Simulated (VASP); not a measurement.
# SiC (P6_3mc) in VASP: single point with HSE06

Aim: the single point of SiC with HSE06.

Program: VASP 6.6.1. These are calculated values, not measurements. Logs are shortened: lines on timing, memory, paths and dates and some standing lists are left out, and cuts for length are marked.

**1. The cell of the first run**

Symmetry: P6_3mc, No. 186, hexagonal system. The conventional cell has a = 3.075 Å, b = 3.075 Å, c = 5.048 Å, α = 90.00°, β = 90.00°, γ = 120.00°. Within 2.5 Å of Si (site symmetry 3m) lie 4 C at 1.88 to 1.90 Å. Within 2.5 Å of C (site symmetry 3m) lie 4 Si at 1.88 to 1.90 Å.

**2. Single point, HSE06**

Input file POSCAR:

```
SiC
1.0
    3.0753564100      0.0000000000      0.0000000000
   -1.5376782050      2.6633367767      0.0000000000
    0.0000000000      0.0000000000      5.0481087359
Si C
2 2
Direct
    0.3333333333      0.6666666667      0.4995917744
    0.6666666667      0.3333333333      0.9995917744
    0.3333333333      0.6666666667      0.8754082256
    0.6666666667      0.3333333333      0.3754082256
```

Input file INCAR.step1:

```
SYSTEM = SiC
PREC = Accurate ; ENCUT = 520
EDIFF = 1E-5 ; ISMEAR = 0
SIGMA = 0.01 ; LREAL = .FALSE.
LASPH = .TRUE. ; NELM = 80
ALGO = Normal ; ISIF = 2
LWAVE = .TRUE. ; GGA = PE
NBANDS = 16
```

Input file INCAR.step2:

```
SYSTEM = SiC
PREC = Accurate ; ENCUT = 520
EDIFF = 1E-7 ; ISMEAR = 0
SIGMA = 0.01 ; LREAL = .FALSE.
LASPH = .TRUE. ; NELM = 80
ALGO = Normal ; ISIF = 2
LWAVE = .FALSE. ; LCHARG = .TRUE.
GGA = PE ; LHFCALC = .TRUE.
HFSCREEN = 0.2079 ; PRECFOCK = Normal
LELF = .TRUE. ; LVHAR = .TRUE.
ISTART = 1 ; NBANDS = 16
```

Input file KPOINTS:

```
Automatic mesh
0
G
  6 6 4
  0 0 0
```

Potentials or basis: VASP PAW PBE potentials, release 64 (Si, C).

The run is started by

```bash
> cat potpaw_PBE.64/Si/POTCAR potpaw_PBE.64/C/POTCAR > POTCAR
> cp INCAR.step1 INCAR
> mpirun -np 1 vasp_std > vasp.out
> cp INCAR.step2 INCAR
> mpirun -np 1 vasp_std > vasp.out
```

OUTCAR:

```text
SYSTEM = SiC
   PREC = Accurate
   ENCUT = 520
   EDIFF = 1E-7
   ISMEAR = 0
   LREAL = .FALSE.
   LASPH = .TRUE.
   NELM = 80
   ISIF = 2
   GGA = PE
   LHFCALC = .TRUE.
   HFSCREEN = 0.2079
   PRECFOCK = Normal
   ISTART = 1

 ion  position               nearest neighbor table
   1  0.333  0.667  0.500-   4 1.88   4 1.88   4 1.88   3 1.90   2 3.09   2 3.09   2 3.09   2 3.09
                             2 3.09   2 3.09
   2  0.667  0.333  1.000-   3 1.88   3 1.88   3 1.88   4 1.90   1 3.09   1 3.09   1 3.09   1 3.09
                             1 3.09   1 3.09
   3  0.333  0.667  0.875-   2 1.88   2 1.88   2 1.88   1 1.90
   4  0.667  0.333  0.375-   1 1.88   1 1.88   1 1.88   2 1.90

  LATTYP: Found a hexagonal cell.
 ALAT       =     3.0753564100
 C/A-ratio  =     1.6414711217

  Lattice vectors:

 A1 = (   3.0753564100,   0.0000000000,   0.0000000000)
 A2 = (  -1.5376782050,   2.6633367767,   0.0000000000)
 A3 = (   0.0000000000,   0.0000000000,   5.0481087359)

Analysis of symmetry for initial positions (statically):
=====================================================================
 Subroutine PRICEL returns:
 Original cell was already a primitive cell.

 Routine SETGRP: Setting up the symmetry group for a
 hexagonal supercell.

 Subroutine GETGRP returns: Found 12 space group operations
 (whereof  6 operations were pure point group operations)
 out of a pool of 24 trial point group operations.

The static configuration has the point symmetry C_3v.
 The point group associated with its full space group is C_6v.

Analysis of symmetry for dynamics (positions and initial velocities):
=====================================================================
 Subroutine PRICEL returns:
 Original cell was already a primitive cell.

 Routine SETGRP: Setting up the symmetry group for a
 hexagonal supercell.

 Subroutine GETGRP returns: Found 12 space group operations
 (whereof  6 operations were pure point group operations)
 out of a pool of 24 trial point group operations.

The dynamic configuration has the point symmetry C_3v.
 The point group associated with its full space group is C_6v.

 Subroutine INISYM returns: Found 12 space group operations
 (whereof  6 operations are pure point group operations),
 and found     1 'primitive' translations

[... 103 lines left out ...]
   TEBEG  =    0.0;   TEEND  =   0.0 temperature during run
   PSTRESS=    0.0 pullay stress
   NELECT =      16.0000    total number of electrons
   NUPDOWN=      -1.0000    fix difference up-down
   EMIN   =  10.00;   EMAX   =-10.00  energy-range for DOS
   EFERMI =   0.00;   METHOD = LEGACY
   ISMEAR =     0;   SIGMA  =   0.01  broadening in eV -4-tet -1-fermi 0-gaus
   EFERMI_NEDOS =   21; number of points for ismear=-14 and -15
   IALGO  =     38    algorithm
   IMIX   =      1    mixing-type and parameters
     AMIX     =   0.40;   BMIX     =  1.00
     AMIX_MAG =   1.60;   BMIX_MAG =  1.00
  volume/ion in A,a.u.               =      10.34        69.76
  Fermi-wavevector in a.u.,A,eV,Ry     =   1.192975  2.254396 19.363673  1.423190
  Thomas-Fermi vector in A             =   2.329001
   LORBIT       =      0    0 simple, 1 ext, 2 COOP (PROOUT), +10 PAW based schemes
   GGA     = PE    functional components
   LHFCALC =     T    Hartree Fock is set to
   PRECFOCK=normal    Normal, Fast or Accurate (Low or Medium for compatibility)
   ENCUT4O =  -1.0   cutoff for four orbital integrals eV
   NKREDX  =     1    reduce k-point grid by
   NKREDY  =     1    reduce k-point grid by
   NKREDZ  =     1    reduce k-point grid by
   AEXX    =    0.2500 exact exchange contribution
   HFSCREEN=    0.2079 screening length (either q_TF or 0.3 A-1)
   HFSCREENC=   0.2079 screening length for correlation (either q_TF or 0.3 A-1)
   ENCUTFOCK=  -1.0 apply spherical cutoff to Coloumb kernel
   IVDW    =     0    specifies the selected vdW correction
   LEPSILON=     F    determine dielectric tensor
   LRPA    =     F    only Hartree local field effects (RPA)
 non-spin polarized calculation
 Gauss-broadening in eV      SIGMA  =   0.01
  energy-cutoff  :      520.00
  volume of cell :       41.35
 maximum number of plane-waves:      1124
 NGX is ok and might be reduce to    24
  NGX = 18; NGY = 18; NGZ = 30

 number of electron      16.0000000 magnetization

 Free energy of the ion-electron system (eV)
  ---------------------------------------------------
  ext. energy  EPLUGINS =         0.00000000
  ---------------------------------------------------
  free energy    TOTEN  =       -34.83016336 eV

  energy without entropy =      -34.83016336  energy(sigma->0) =      -34.83016336

 E-fermi :   7.7956     XC(G=0):  -9.3519

 val. band max:        7.6703896577   @ k =   0.0000   0.0000   0.0000
 cond. band min:      10.8329967777   @ k =   0.3333   0.3333   0.0000
 fundamental gap:      3.1626071200
 Fermi energy:         7.7955688901

 k-point     1 :       0.0000    0.0000    0.0000
  band No.  band energies     occupation
      1      -9.5066      2.00000
      2      -5.6588      2.00000
      3      -1.8678      2.00000
      4       6.2093      2.00000
      5       6.2093      2.00000
      6       7.5530      2.00000
[... 376 lines left out ...]
      3      -0.8190      2.00000
      4      -0.8190      2.00000
      5       1.5280      2.00000
      6       1.5280      2.00000
[... 8 lines left out ...]
     15      20.7026      0.00000
     16      20.7026      0.00000

------------------------ aborting loop because EDIFF is reached ----------------------------------------

  FORCE on cell =-STRESS in cart. coord.  units (eV):
  Direction    XX          YY          ZZ          XY          YZ          ZX
  --------------------------------------------------------------------------------------
  -------------------------------------------------------------------------------------
  Total       -0.3622092     -0.3622092     -0.4786268      0.0000000     -0.0000000      0.0000000
  in kB      -14.0352394    -14.0352394    -18.5463047      0.0000000     -0.0000000      0.0000000
  external PRESSURE =     -15.5389278 kB  Pullay stress =       0.0000000 kB

 VOLUME and BASIS-vectors are now :
 -----------------------------------------------------------------------------
  energy-cutoff  :      520.00
  volume of cell :       41.35
      direct lattice vectors                 reciprocal lattice vectors
     3.075356410  0.000000000  0.000000000     0.325165563  0.187734426  0.000000000
    -1.537678205  2.663336777  0.000000000     0.000000000  0.375468851  0.000000000
     0.000000000  0.000000000  5.048108736     0.000000000  0.000000000  0.198093990

 POSITION                                       TOTAL-FORCE (eV/Angst)
 -----------------------------------------------------------------------------------
     -0.00000      1.77556      2.52199        -0.000000      0.000000     -0.017949
      1.53768      0.88778      5.04605         0.000000      0.000000     -0.017949
     -0.00000      1.77556      4.41916         0.000000      0.000000      0.017949
      1.53768      0.88778      1.89510        -0.000000      0.000000      0.017949
 -----------------------------------------------------------------------------------
    total drift:                               -0.000000     -0.000000     -0.000084

  FREE ENERGIE OF THE ION-ELECTRON SYSTEM (eV)
  ---------------------------------------------------
  free  energy   TOTEN  =       -34.8301633628 eV

  energy  without entropy=      -34.8301633628  energy(sigma->0) =      -34.83016336
```

OUTCAR.step1:

```text
SYSTEM = SiC
   PREC = Accurate
   ENCUT = 520
   EDIFF = 1E-5
   ISMEAR = 0
   LREAL = .FALSE.
   LASPH = .TRUE.
   NELM = 80
[... 626 lines left out ...]
      1.53768      0.88778      5.04605        -0.000000      0.000000     -0.004252
     -0.00000      1.77556      4.41916         0.000000      0.000000      0.004252
      1.53768      0.88778      1.89510        -0.000000     -0.000000      0.004252
 -----------------------------------------------------------------------------------
    total drift:                               -0.000000     -0.000000      0.000066

  FREE ENERGIE OF THE ION-ELECTRON SYSTEM (eV)
  ---------------------------------------------------
  free  energy   TOTEN  =       -30.0926510244 eV

  energy  without entropy=      -30.0926510244  energy(sigma->0) =      -30.09265102
```

OSZICAR.step1:

```text
N       E                     dE             d eps       ncg     rms          rms(c)
DAV:   1     0.273758610813E+02    0.27376E+02   -0.69773E+03   672   0.884E+02
DAV:   2    -0.310401207077E+02   -0.58416E+02   -0.53433E+02   960   0.162E+02
DAV:   3    -0.338078653654E+02   -0.27677E+01   -0.27547E+01   888   0.315E+01
DAV:   4    -0.338283821331E+02   -0.20517E-01   -0.20513E-01   816   0.334E+00
DAV:   5    -0.338285735217E+02   -0.19139E-03   -0.19138E-03   896   0.307E-01    0.125E+01
DAV:   6    -0.301830927057E+02    0.36455E+01   -0.65205E+00   840   0.157E+01    0.564E+00
DAV:   7    -0.301105343363E+02    0.72558E-01   -0.11110E+00   944   0.618E+00    0.249E+00
DAV:   8    -0.300938504642E+02    0.16684E-01   -0.46435E-02   760   0.138E+00    0.629E-01
DAV:   9    -0.300923080783E+02    0.15424E-02   -0.75116E-03   840   0.589E-01    0.123E-01
DAV:  10    -0.300926246989E+02   -0.31662E-03   -0.10150E-03   832   0.184E-01    0.571E-02
DAV:  11    -0.300926499642E+02   -0.25265E-04   -0.94393E-05   792   0.689E-02    0.135E-02
DAV:  12    -0.300926510244E+02   -0.10602E-05   -0.63227E-06   496   0.162E-02
   1 F= -.30092651E+02 E0= -.30092651E+02  d E =-.226126E-56
```

It took 65 min on 1 thread of AMD EPYC 7R13, shared host; peak memory 0.24 GiB.

Results:

```
Free energy            : -34.8302 eV
Pressure               : -1.6 GPa
Largest force          : 0.018 eV/Å
Band gap on the k mesh : 3.16 eV (least direct gap 5.06 eV)
```

Forces in eV/Å, atoms in the order of the input:
```
Si   0.000  0.000 -0.018
Si   0.000  0.000 -0.018
C    0.000  0.000  0.018
C    0.000  0.000  0.018
```

Caveat: the PAW data sets were made with another functional, which shifts forces and pressure a little. A k mesh can miss the band edges.
